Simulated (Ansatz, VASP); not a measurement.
One calculation of Zn2As, two programs

```
Zn As
1.0
    -1.80277    1.80277    3.91198
     1.80277   -1.80277    3.91198
     1.80277    1.80277   -3.91198
Zn As
2 1
Direct
  0.66050 0.66050 0.00000
  0.33950 0.33950 0.00000
  0.00000 0.00000 0.00000
```

Alike in both runs: functional r2SCAN; k mesh 6 × 6 × 6; occupations gaussian, width 0.1 eV; no spin polarisation.

Ansatz relaxed the structure, and its values are those at the end. VASP's run is a single point on that final structure, the one shown.

|  | VASP | Ansatz |
| --- | --- | --- |
| version | VASP 6.6.1 | Ansatz 0.2.0 |
| potentials or method | VASP PAW PBE potentials, release 64 (Zn, As), cutoff 520 eV | scalar-relativistic, plane waves, PAW |
| valence electrons in the cell | 29 | 39 |

```csv
,VASP,Ansatz,Ansatz less VASP
gap on the k mesh at the Fermi level (eV),none,none,-
pressure (GPa),0.4,0.1,-0.26
rms of the force components (eV/Å),0.005,0.001,-0.0037
```

VASP's potentials were made for PBE, not for r2SCAN. A gap of «none» marks a metal or a gap that the smearing closes. VASP's potentials hold 29 valence electrons a cell and Ansatz's 39, so a difference there can come from the potentials and not from the codes.

The k mesh is coarse, so the values compare programs but aren't converged.
